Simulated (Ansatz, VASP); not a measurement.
# One calculation of Pt, two programs

```
CELL_PARAMETERS angstrom
0.00000 1.96090 1.96090
1.96090 0.00000 1.96090
1.96090 1.96090 0.00000
ATOMIC_POSITIONS crystal
Pt 0.00000 0.00000 0.00000
```

Alike in both runs: task relaxation of cell and atoms; functional revPBE; dispersion D4; k mesh 12 × 12 × 12; occupations fermi-dirac, width 0.05 eV; no spin polarisation.

|  | VASP | Ansatz |
| --- | --- | --- |
| version | VASP 6.6.1 | Ansatz 0.2.0 |
| potentials or method | VASP PAW PBE potentials, release 64 (Pt) | Ansatz PAW |
| plane-wave cutoff (eV) | 600 | 420 |
| valence electrons in the cell | 10 | 18 |

VASP gave:

```
relaxed volume (Å³/atom)                                     : 15.08
relaxed cell length with the largest relative difference (Å) : 2.773
```

Problem. What did Ansatz give for the same quantities?

Solution. Relaxed volume (Å³/atom): 15.11; relaxed cell length with the largest relative difference (Å): 2.775.

VASP's potentials were made for PBE, not for revPBE. VASP's potentials hold 10 valence electrons a cell and Ansatz's 18, so a difference there can come from the potentials and not from the codes.

Spin-orbit coupling is off throughout. Noted on VASP's run: the relaxation stopped at its first step, so nothing moved. Noted on Ansatz's run: the plane-wave basis is chosen anew once the cell has moved, so the energies of steps on either side of that aren't comparable.
